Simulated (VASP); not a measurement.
Set up this calculation in VASP 6.6.1, as the native input.

```
Task                   : single point
Functional             : PBE
Potentials or basis    : VASP PAW PBE potentials, release 64 (Hf_pv, Te)
Cutoff                 : 520 eV
k mesh                 : 6 × 6 × 2
Occupations            : gaussian, width 0.1 eV
Spin                   : no spin polarisation
Dipole correction      : no
Further INCAR settings : ALGO = Normal; EDIFF = 1e-06; NBANDS = 31
```

The structure of Hf4Te lies in POSCAR:

```
Hf4Te
1.0
    4.7947042124      0.0000000000      0.0000000000
   -2.3973521062      4.1523356516      0.0000000000
    0.0000000000      0.0000000000      8.4963777411
Hf Te
4 1
Direct
    0.3333333333      0.6666666667      0.5000000000
    0.6666666667      0.3333333333      0.5000000000
    0.0000000000      0.0000000000      0.6790775772
    0.0000000000      0.0000000000      0.3209224228
    0.0000000000      0.0000000000      0.0000000000
```

The cell was generated, and may not be a known phase.

The input as run:

INCAR

```
  PREC = Accurate
  ENCUT = 520
  EDIFF = 1E-6
  ISMEAR = 0
  SIGMA = 0.1
  LREAL = False
  LASPH = True
  NELM = 80
  ALGO = Normal
  ISIF = 2
  LWAVE = False
  LCHARG = False
  GGA = PE
  NBANDS = 31
```

KPOINTS

```
Automatic mesh
0
Gamma
  6 6 2
```

Potentials or basis: VASP PAW PBE potentials, release 64 (Hf_pv, Te).

Run with:

```console
$ cat potpaw_PBE.64/Hf_pv/POTCAR potpaw_PBE.64/Te/POTCAR > POTCAR
$ mpirun -np 1 vasp_std > vasp.out
```

It gave:

```
Pressure               : -0.1 GPa
Largest force          : 0.035 eV/Å
Band gap on the k mesh : zero (bands 23 and 24 overlap by 0.82 eV)
```

Caveat: the k points lie up to 0.37 Å⁻¹ apart, too coarse for converged energies and pressures of a metal; spin-orbit coupling is left out, which moves the levels of the heavy elements.

It took 46 s on 1 thread of Intel(R) Xeon(R) Platinum 8488C (Sapphire Rapids), with other jobs on the host, peak memory 0.29 GiB.
